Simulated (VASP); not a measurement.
# LiBe16 (a cell with a defect) in VASP: further runs

Runs on LiBe16 (a cell with a defect). Level: PBEsol. Tasks: relaxation of the atoms.

Everything below comes from runs of VASP 6.6.1. Logs are shortened: lines on timing, memory, paths and dates and some standing lists are left out, and cuts for length are marked.

## 1. The cell of the first run

The cell holds a defect, 17 atoms: a = 4.580 Å, b = 3.966 Å, c = 7.177 Å, α = 90.00°, β = 90.00°, γ = 90.00°.

## 2. Relaxation of the atoms, PBEsol

INCAR

```
ALGO     = Normal         # electronic algorithm
EDIFF    = 1E-6           # SCF threshold, eV
EDIFFG   = -0.03          # ionic threshold
ENCUT    = 520            # plane-wave cutoff, eV
GGA      = PS             # functional
IBRION   = 2              # ionic algorithm
ISIF     = 2              # what is computed and relaxed
ISMEAR   = 0              # smearing method
LASPH    = T              # aspherical terms in the spheres
LCHARG   = F              # write CHGCAR
LREAL    = Auto         
LWAVE    = F              # write WAVECAR
NELM     = 100            # most SCF steps
NSW      = 80             # ionic steps
PREC     = Accurate       # precision mode
SIGMA    = 0.1            # smearing width, eV
```

KPOINTS

```
k-points
0
Gamma
  5 6 4
```

POSCAR

```
LiBe16
1.0
   -2.2900000000     -3.9663960000      0.0000000000
    3.4350000000     -1.9831980000      0.0000000000
    0.0000000000      0.0000000000      7.1768600000
Be Li
16 1
Direct
    0.7500000700      0.5000000400      0.0000000000
    0.5000000400      0.3333333600      0.2500000000
    0.7500000700      0.5000000400      0.5000000000
    0.5000000400      0.3333333600      0.7500000000
    0.5000000300      0.0000000200      0.0000000000
    0.2500000400      0.8333333600      0.2500000000
    0.5000000300      0.0000000200      0.5000000000
    0.2500000400      0.8333333600      0.7500000000
    0.2500000300      0.5000000200      0.0000000000
    0.0000000100      0.3333333400      0.2500000000
    0.2500000300      0.5000000200      0.5000000000
    0.0000000100      0.3333333400      0.7500000000
    0.0000000000      0.0000000000      0.0000000000
    0.7500000800      0.8333333800      0.2500000000
    0.0000000000      0.0000000000      0.5000000000
    0.7500000800      0.8333333800      0.7500000000
    0.0034135800      0.6767077400      0.6231164700
```

Potentials or basis: VASP PAW PBE potentials, release 64 (Be, Li_sv).

Command:

```console
$ cat potpaw_PBE.64/Be/POTCAR potpaw_PBE.64/Li_sv/POTCAR > POTCAR
$ mpirun -np 1 vasp_std > vasp.out
```

OUTCAR:

```text
EDIFF = 1E-6
   EDIFFG = -0.03
   ENCUT = 520
   GGA = PS
   IBRION = 2
   ISIF = 2
   ISMEAR = 0
   LASPH = T
   LREAL = Auto
   NELM = 100
   NSW = 80
   PREC = Accurate

 ion  position               nearest neighbor table
   1  0.750  0.500  0.000-  10 2.23  12 2.23  14 2.23  16 2.23   2 2.23   4 2.23  13 2.29   9 2.29
                            13 2.29   5 2.29   5 2.29   9 2.29
   2  0.500  0.333  0.250-   5 2.23   7 2.23   9 2.23  11 2.23   1 2.23   3 2.23  10 2.29   6 2.29
                            10 2.29   6 2.29  14 2.29  14 2.29
   3  0.750  0.500  0.500-  17 1.62  12 2.23  10 2.23  16 2.23  14 2.23   4 2.23   2 2.23  15 2.29
                            11 2.29  15 2.29   7 2.29   7 2.29  11 2.29
   4  0.500  0.333  0.750-   5 2.23   7 2.23   9 2.23  11 2.23   1 2.23   3 2.23  12 2.29   8 2.29
                            12 2.29   8 2.29  16 2.29  16 2.29
   5  0.500  0.000  0.000-   6 2.23   8 2.23   2 2.23   4 2.23  14 2.23  16 2.23  13 2.29   9 2.29
                            13 2.29   9 2.29   1 2.29   1 2.29
   6  0.250  0.833  0.250-   5 2.23   7 2.23   9 2.23  11 2.23  13 2.23  15 2.23  14 2.29   2 2.29
                            10 2.29   2 2.29  10 2.29  14 2.29
   7  0.500  0.000  0.500-   6 2.23   8 2.23   2 2.23   4 2.23  14 2.23  16 2.23  15 2.29  11 2.29
                            15 2.29  11 2.29   3 2.29   3 2.29
   8  0.250  0.833  0.750-  17 1.58   7 2.23   5 2.23  11 2.23   9 2.23  15 2.23  13 2.23  16 2.29
                             4 2.29  12 2.29   4 2.29  12 2.29  16 2.29
   9  0.250  0.500  0.000-  10 2.23  12 2.23   6 2.23   8 2.23   2 2.23   4 2.23   1 2.29   5 2.29
                            13 2.29   5 2.29  13 2.29   1 2.29
  10  0.000  0.333  0.250-   1 2.23   3 2.23   9 2.23  11 2.23  13 2.23  15 2.23  14 2.29   2 2.29
                            14 2.29   6 2.29   2 2.29   6 2.29
  11  0.250  0.500  0.500-  17 1.60  12 2.23  10 2.23   8 2.23   6 2.23   4 2.23   2 2.23   3 2.29
                             7 2.29  15 2.29   7 2.29  15 2.29   3 2.29
  12  0.000  0.333  0.750-  17 1.64   3 2.23   1 2.23  11 2.23   9 2.23  15 2.23  13 2.23  16 2.29
                             4 2.29  16 2.29   8 2.29   4 2.29   8 2.29
  13  0.000  0.000  0.000-  14 2.23  16 2.23  10 2.23  12 2.23   6 2.23   8 2.23   1 2.29   5 2.29
                             1 2.29   5 2.29   9 2.29   9 2.29
  14  0.750  0.833  0.250-  13 2.23  15 2.23   1 2.23   3 2.23   5 2.23   7 2.23  10 2.29   6 2.29
                            10 2.29   2 2.29   2 2.29   6 2.29
  15  0.000  0.000  0.500-  17 1.56  16 2.23  14 2.23  12 2.23  10 2.23   8 2.23   6 2.23   3 2.29
                             7 2.29   3 2.29  11 2.29   7 2.29  11 2.29
  16  0.750  0.833  0.750-  17 1.60  15 2.23  13 2.23   3 2.23   1 2.23   7 2.23   5 2.23  12 2.29
                             8 2.29  12 2.29   4 2.29   4 2.29   8 2.29
  17  0.003  0.677  0.623-  15 1.56   8 1.58  11 1.60  16 1.60   3 1.62  12 1.64

  LATTYP: Found a simple orthorhombic cell.
 ALAT       =     3.9663962620
 B/A-ratio  =     1.1547004875
 C/A-ratio  =     1.8094157835

  Lattice vectors:

 A1 = (  -3.4350000000,   1.9831980000,   0.0000000000)
 A2 = (  -2.2900000000,  -3.9663960000,   0.0000000000)
 A3 = (   0.0000000000,   0.0000000000,   7.1768600000)

Analysis of symmetry for initial positions (statically):
=====================================================================
 Subroutine PRICEL returns:
 Original cell was already a primitive cell.

 Routine SETGRP: Setting up the symmetry group for a
 simple orthorhombic supercell.

 Subroutine GETGRP returns: Found  1 space group operations
 (whereof  1 operations were pure point group operations)
 out of a pool of  8 trial point group operations.

The static configuration has the point symmetry C_1 .

Analysis of symmetry for dynamics (positions and initial velocities):
=====================================================================
 Subroutine PRICEL returns:
 Original cell was already a primitive cell.

 Routine SETGRP: Setting up the symmetry group for a
 simple orthorhombic supercell.

 Subroutine GETGRP returns: Found  1 space group operations
 (whereof  1 operations were pure point group operations)
 out of a pool of  8 trial point group operations.

The dynamic configuration has the point symmetry C_1 .

 Subroutine INISYM returns: Found  1 space group operations
 (whereof  1 operations are pure point group operations),
 and found     1 'primitive' translations

----------------------------------------------------------------------------------------

                                     Primitive cell

  volume of cell :     130.3755

  direct lattice vectors                    reciprocal lattice vectors
    -2.290000000 -3.966396000  0.000000000    -0.109170306 -0.189088533  0.000000000
[... 75 lines left out ...]
  0.400000  0.000000  0.000000      2.000000
  0.000000  0.166667  0.000000      2.000000
  0.200000  0.166667  0.000000      2.000000
 -0.200000  0.166667  0.000000      2.000000
[... 16 lines left out ...]
  0.000000  0.166667 -0.250000      2.000000
  0.200000  0.166667  0.250000      2.000000
 [... further k-points ...]
   k-points           NKPTS =     62   k-points in BZ     NKDIM =     62   number of bands    NBANDS=     26
   number of dos      NEDOS =    301   number of ions     NIONS =     17
   total plane-waves  NPLWV =  58320
   dimension x,y,z NGX =    36 NGY =   30 NGZ =   54
   dimension x,y,z NGXF=    72 NGYF=   60 NGZF=  108
   ions per type =              16   1
   NGX,Y,Z   is equivalent  to a cutoff of  13.07, 12.57, 12.51 a.u.
   NGXF,Y,Z  is equivalent  to a cutoff of  26.13, 25.15, 25.02 a.u.
 SYSTEM =  unknown system
   PREC   = accura    normal or accurate (medium, high low for compatibility)
   ISTART =      0    job   : 0-new  1-cont  2-samecut
   ICHARG =      2    charge: 1-file 2-atom 10-const
   ISPIN  =      1    spin polarized calculation?
   LNONCOLLINEAR =      F non collinear calculations
   LSORBIT =      F    spin-orbit coupling
   LASPH  =      T    aspherical Exc in radial PAW
   ENCUT  =  520.0 eV  38.22 Ry    6.18 a.u.   8.52  7.37 13.34*2*pi/ulx,y,z
   NELM   =    100;   NELMIN=  2; NELMDL= -5     # of ELM steps
   EDIFF  = 0.1E-05   stopping-criterion for ELM
   LREAL  =      T    real-space projection
   EDIFFG = -.3E-01   stopping-criterion for IOM
   NSW    =     80    number of steps for IOM
   IBRION =      2    ionic relax: 0-MD 1-quasi-New 2-CG
   NFREE  =      1    steps in history (QN), initial steepest desc. (CG)
   ISIF   =      2    stress and relaxation
   ISYM   =      2    0-nonsym 1-usesym 2-fastsym
   POTIM  = 0.5000    time-step for ionic-motion
   TEBEG  =    0.0;   TEEND  =   0.0 temperature during run
   PSTRESS=    0.0 pullay stress
   NELECT =      35.0000    total number of electrons
   NUPDOWN=      -1.0000    fix difference up-down
   EMIN   =  10.00;   EMAX   =-10.00  energy-range for DOS
   EFERMI =   0.00;   METHOD = LEGACY
   ISMEAR =     0;   SIGMA  =   0.10  broadening in eV -4-tet -1-fermi 0-gaus
   EFERMI_NEDOS =   21; number of points for ismear=-14 and -15
   IALGO  =     38    algorithm
   IMIX   =      4    mixing-type and parameters
     AMIX     =   0.40;   BMIX     =  1.00
     AMIX_MAG =   1.60;   BMIX_MAG =  1.00
  volume/ion in A,a.u.               =       7.67        51.75
  Fermi-wavevector in a.u.,A,eV,Ry     =   1.056085  1.995711 15.174786  1.115315
  Thomas-Fermi vector in A             =   2.191307
   LORBIT       =      0    0 simple, 1 ext, 2 COOP (PROOUT), +10 PAW based schemes
   GGA     = PS    functional components
   LHFCALC =     F    Hartree Fock is set to
   AEXX    =    0.0000 exact exchange contribution
   IVDW    =     0    specifies the selected vdW correction
   LEPSILON=     F    determine dielectric tensor
   LRPA    =     F    only Hartree local field effects (RPA)
 conjugate gradient relaxation of ions
 non-spin polarized calculation
 Gauss-broadening in eV      SIGMA  =   0.10
  energy-cutoff  :      520.00
  volume of cell :      130.38
 maximum number of plane-waves:      3532
 NGX is ok and might be reduce to    36
   NGX = 17   NGY = 15   NGZ = 27

--------------------------------------- Ionic step        1  -------------------------------------------

 number of electron      35.0000003 magnetization

 Free energy of the ion-electron system (eV)
  ---------------------------------------------------
  ext. energy  EPLUGINS =         0.00000000
  ---------------------------------------------------
  free energy    TOTEN  =       -56.75318782 eV

  energy without entropy =      -56.74430664  energy(sigma->0) =      -56.74874723

------------------------ aborting loop because EDIFF is reached ----------------------------------------

  FORCE on cell =-STRESS in cart. coord.  units (eV):
  Direction    XX          YY          ZZ          XY          YZ          ZX
  --------------------------------------------------------------------------------------
  -------------------------------------------------------------------------------------
  Total       10.5317840     10.6812102     10.4724473      0.1844861     -0.1275077      0.1634691
  in kB      129.4245019    131.2607921    128.6953159      2.2671399     -1.5669347      2.0088624
  external PRESSURE =     129.7935366 kB  Pullay stress =       0.0000000 kB
[... 134 lines left out ...]
  FREE ENERGIE OF THE ION-ELECTRON SYSTEM (eV)
  ---------------------------------------------------
  free  energy   TOTEN  =       -60.0129324995 eV

  energy  without entropy=      -60.0018626907  energy(sigma->0) =      -60.00739760

[... ionic steps 4 to 18 ...]

--------------------------------------- Ionic step       19  -------------------------------------------

 number of electron      34.9999996 magnetization

------------------------ aborting loop because EDIFF is reached ----------------------------------------
[... 97 lines left out ...]
--------------------------------------- Ionic step       21  -------------------------------------------

 number of electron      34.9999997 magnetization

 Free energy of the ion-electron system (eV)
  ---------------------------------------------------
  ext. energy  EPLUGINS =         0.00000000
  ---------------------------------------------------
  free energy    TOTEN  =       -60.52646484 eV

  energy without entropy =      -60.51595864  energy(sigma->0) =      -60.52121174

 E-fermi :   7.2376     XC(G=0): -10.6601

 val. band max:        7.2283501725   @ k =   0.4000   0.5000   0.0000
 cond. band min:       7.2450968868   @ k =   0.2000   0.1667   0.0000
 fundamental gap:      0.0167467142
 Fermi energy:         7.2376023431

 k-point     1 :       0.0000    0.0000    0.0000
  band No.  band energies     occupation
      1     -38.6134      2.00000
      2      -4.0816      2.00000
      3      -2.1899      2.00000
      4      -1.7233      2.00000
      5       0.9732      2.00000
      6       1.1440      2.00000
[... 685 lines left out ...]
     25      10.2457      0.00000
     26      11.1972      0.00000

 [... further k-points ...]
[... 5 lines left out ...]
  --------------------------------------------------------------------------------------
  -------------------------------------------------------------------------------------
  Total        6.9429583      6.5081101     14.8788152     -0.3598099     -0.7747293      1.2972612
  in kB       85.3216246     79.9777997    182.8449235     -4.4216837     -9.5206044     15.9419697
  external PRESSURE =     116.0481160 kB  Pullay stress =       0.0000000 kB
[... 32 lines left out ...]
  FREE ENERGIE OF THE ION-ELECTRON SYSTEM (eV)
  ---------------------------------------------------
  free  energy   TOTEN  =       -60.5264648423 eV

  energy  without entropy=      -60.5159586415  energy(sigma->0) =      -60.52121174

 reached required accuracy - stopping structural energy minimisation
```

It took 31 min on 1 thread of AMD EPYC 7R13 (Zen 3), shared host; peak memory 0.28 GiB.

Results:

```yaml
Free_energy: -60.5265 eV
Energy_gained_by_relaxing: 222.0 meV/atom
Ionic_steps: 21
Largest_force_after_relaxing: 0.030 eV/Å
```

Forces in eV/Å, atoms in the order of the input:
```
Be   0.005  0.002  0.003
Be  -0.001 -0.004 -0.016
Be   0.000 -0.009  0.001
Be   0.001  0.001 -0.008
Be   0.002 -0.005  0.008
Be   0.002 -0.005  0.001
Be   0.002  0.001  0.003
Be   0.009 -0.007  0.001
Be  -0.002 -0.002 -0.004
Be   0.002  0.000  0.016
Be  -0.003  0.014 -0.003
Be  -0.006  0.011  0.027
Be  -0.002  0.002 -0.014
Be   0.004  0.004 -0.005
Be   0.013  0.000 -0.001
Be   0.000  0.004 -0.005
Li  -0.024 -0.007 -0.004
```

Step by step:
| step | energy change (eV) | largest force (eV/Å) | pressure (GPa) |
| --- | --- | --- | --- |
| 1 | 0.0000 | 5.1116 | 12.98 |
| 2 | -3.2244 | 1.1468 | 10.65 |
| 3 | -3.2597 | 1.3630 | 11.08 |
| 4 | -3.5025 | 0.5246 | 10.81 |
| 5 | -3.5444 | 0.7475 | 10.85 |
| 6 | -3.6512 | 0.4075 | 10.95 |
| 7 | -3.6677 | 0.5302 | 11.10 |
| 8 | -3.7231 | 0.2495 | 11.32 |
| 9 | -3.7237 | 0.3216 | 11.35 |
| 10 | -3.7469 | 0.1641 | 11.36 |
| 11 | -3.7503 | 0.2244 | 11.39 |
| 12 | -3.7601 | 0.1282 | 11.45 |
| 13 | -3.7607 | 0.1400 | 11.47 |
| 14 | -3.7677 | 0.0921 | 11.55 |
| 15 | -3.7682 | 0.1505 | 11.58 |
| 16 | -3.7721 | 0.0687 | 11.62 |
| 17 | -3.7721 | 0.0669 | 11.62 |
| 18 | -3.7729 | 0.0402 | 11.61 |
| 19 | -3.7729 | 0.0398 | 11.61 |
| 20 | -3.7733 | 0.0315 | 11.60 |
| 21 | -3.7733 | 0.0298 | 11.60 |

Final structure:
```
Be Li
1.0
    -2.29000   -3.96640    0.00000
     3.43500   -1.98320    0.00000
     0.00000    0.00000    7.17686
Be Li
16 1
Direct
  0.74717 0.49106 0.99102
  0.50081 0.33297 0.22764
  0.71830 0.45750 0.46117
  0.49960 0.37684 0.72785
  0.50069 0.99987 0.02214
  0.25285 0.84422 0.26016
  0.49955 0.95689 0.52235
  0.28091 0.87919 0.79025
  0.25285 0.49019 0.99048
  0.99992 0.34859 0.23545
  0.28251 0.45345 0.45971
  0.99888 0.27088 0.76438
  0.99998 0.98735 0.01480
  0.74710 0.84330 0.25936
  0.99839 0.06678 0.48477
  0.72006 0.87596 0.78873
  0.00384 0.66834 0.62287
```

Levels at points of the mesh, in eV from the Fermi level:
| k point | band 15 | band 16 | band 17 | band 18 | band 19 | band 20 |
| --- | --- | --- | --- | --- | --- | --- |
| (0.00, 0.00, 0.00) | -2.89 | -0.99 | -0.19 | 0.23 | 0.47 | 0.70 |
| (0.00, 0.50, 0.00) | -3.61 | -2.84 | -1.92 | -0.08 | 0.36 | 0.99 |
| (0.00, 0.00, 0.50) | -1.92 | -1.53 | -1.44 | 0.03 | 0.94 | 1.23 |
| (0.00, 0.50, 0.50) | -3.58 | -3.47 | -3.40 | 0.92 | 1.10 | 2.06 |

Caveat: the cutoff is under 1.25 times the usual one of these potentials, so pressure, stress and relaxed cells hold a basis-set (Pulay) error; the PAW data sets were made with another functional, which shifts forces and pressure a little.

(Continued in part 2 of 2.)
